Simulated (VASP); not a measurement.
Here is a VASP 6.6.1 calculation.

File INCAR:

```
PREC = Accurate
ENCUT = 520
EDIFF = 1E-6
ISMEAR = 0
SIGMA = 0.1
LREAL = F
LASPH = T
NELM = 150
ALGO = Normal
ISIF = 2
LWAVE = F
LCHARG = F
ISPIN = 2
MAGMOM = 0 0 0 1
LORBIT = 11
LMAXMIX = 4
LDIPOL = T
IDIPOL = 3
DIPOL = 0.5 0.5 0.332
NBANDS = 32
```

Contents of KPOINTS:

```
Automatic mesh
0
Gamma
  9 9 1
```

File POSCAR:

```
Nb3H
1.0
    2.9270177637      0.0000000000      0.0000000000
    0.0000000000      2.9270177637      0.0000000000
    0.0000000000      0.0000000000     21.1957939222
Nb H
3 1
Direct
    0.5000000000      0.5000000000      0.1887166867
    0.0000000000      0.0000000000      0.2876907936
    0.5000000000      0.5000000000      0.3866707684
    0.5000000000      1.0000000000      0.4664035685
```

Potentials or basis: VASP PAW LDA potentials, release 64 (Nb_sv, H).

Run with:

```sh
$ cat potpaw_LDA.64/Nb_sv/POTCAR potpaw_LDA.64/H/POTCAR > POTCAR
$ mpirun -np 1 vasp_std > vasp.out
```

Estimate the largest force.

1.972 eV/Å.

What does it give for the band gap on the k mesh?

Zero (filled and empty bands overlap).

Forces on the atoms (eV/Å):
```
Nb   0.000  0.000  0.234
Nb   0.000  0.000 -0.587
Nb   0.000  0.000  1.972
H    0.000  0.000 -1.619
```
